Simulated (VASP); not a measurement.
Write the native input for VASP 6.6.1 that does the following.

- Task: single point
- Functional: HSE06
- Potentials or basis: VASP PAW PBE potentials, release 64 (Zr_sv, C)
- Cutoff: 520 eV
- k mesh: 4 × 4 × 4
- Occupations: fermi-dirac, width 0.1 eV
- Spin: no spin polarisation
- Dipole correction: no
- Grid for exact exchange (PRECFOCK): Normal
- Further INCAR settings: ALGO = Normal; EDIFF = 1e-07; NBANDS = 15
- Screening parameter: 0.2079 1/Å

Crystal: ZrC (rock salt type).

```
Zr C
1.0
     0.00000    2.33919    2.33919
     2.33919    0.00000    2.33919
     2.33919    2.33919    0.00000
Zr C
1 1
Direct
  0.00000 0.00000 0.00000
  0.50000 0.50000 0.50000
```

The input as run:

POSCAR

```
ZrC
1.0
    0.0000000000      2.3391941546      2.3391941546
    2.3391941546      0.0000000000      2.3391941546
    2.3391941546      2.3391941546      0.0000000000
Zr C
1 1
Direct
    0.0000000000      0.0000000000      0.0000000000
    0.5000000000      0.5000000000      0.5000000000
```

INCAR.step1

```
SYSTEM = ZrC
PREC = Accurate
ENCUT = 520
EDIFF = 1E-5
ISMEAR = -1
SIGMA = 0.1
LREAL = .False.
LASPH = .True.
NELM = 60
ALGO = Normal
ISIF = 2
LWAVE = .True.
LCHARG = .False.
GGA = PE
NBANDS = 15
```

INCAR.step2

```
SYSTEM = ZrC
PREC = Accurate
ENCUT = 520
EDIFF = 1E-7
ISMEAR = -1
SIGMA = 0.1
LREAL = .False.
LASPH = .True.
NELM = 60
ALGO = Normal
ISIF = 2
LWAVE = .False.
LCHARG = .False.
GGA = PE
LHFCALC = .True.
HFSCREEN = 0.2079
PRECFOCK = Normal
ISTART = 1
NBANDS = 15
```

KPOINTS

```
Automatic mesh
0
Gamma
  4 4 4
  0 0 0
```

Potentials or basis: VASP PAW PBE potentials, release 64 (Zr_sv, C).

Run with:

```console
$ cat potpaw_PBE.64/Zr_sv/POTCAR potpaw_PBE.64/C/POTCAR > POTCAR
$ cp INCAR.step1 INCAR
$ mpirun -np 1 vasp_std > vasp.out
$ cp INCAR.step2 INCAR
$ mpirun -np 1 vasp_std > vasp.out
```

It gave:

| Quantity | Value |
| --- | --- |
| Pressure | 1.2 GPa |
| Band gap on the k mesh | zero (band 8 reaches 10.58 eV, above the bottom of band 9 at 9.21 eV) |

Caveat: the k points lie up to 0.58 Å⁻¹ apart; the PAW data sets were made with another functional, which shifts forces and pressure a little.

Run time: 2.3 min on 1 thread of Intel(R) Xeon(R) 6975P-C (Granite Rapids) (shared host), peak memory 0.25 GiB.
